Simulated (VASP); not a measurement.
Here is a VASP 6.6.1 calculation.

The input INCAR:

```
SYSTEM = AlRu
PREC = Accurate
ENCUT = 500
EDIFF = 1E-6
ISMEAR = 0
SIGMA = 0.15
LREAL = .False.
LASPH = .True.
NELM = 120
ALGO = Normal
ISIF = 2
LWAVE = .False.
LCHARG = .True.
GGA = PS
LELF = .True.
LVHAR = .True.
NBANDS = 16
GGA_COMPAT = .False.
```

Contents of KPOINTS:

```
regular mesh
0
Gamma
  12 12 12
  0 0 0
```

The input POSCAR:

```
AlRu
1.0
    2.9758586344      0.0000004089     -0.0000039248
    0.0000003783      2.9758579202     -0.0000050076
   -0.0000038985     -0.0000049814      2.9758602509
Al Ru
1 1
Direct
    0.0000008376      0.0000004101      0.0000010141
    0.4999991624      0.4999995899      0.4999989859
```

Potentials or basis: VASP PAW PBE potentials, release 64 (Al, Ru_pv).

The run is started by

```console
$ cat potpaw_PBE.64/Al/POTCAR potpaw_PBE.64/Ru_pv/POTCAR > POTCAR
$ mpirun -np 1 vasp_std > vasp.out
```

Problem. Predict the band gap on the k mesh.

Solution. Zero (an odd number of electrons rules out a gap without spin polarisation).

Problem. Estimate the pressure.

Solution. 0.1 GPa.

Caveat: the PAW data sets were made with another functional, which shifts forces and pressure a little.
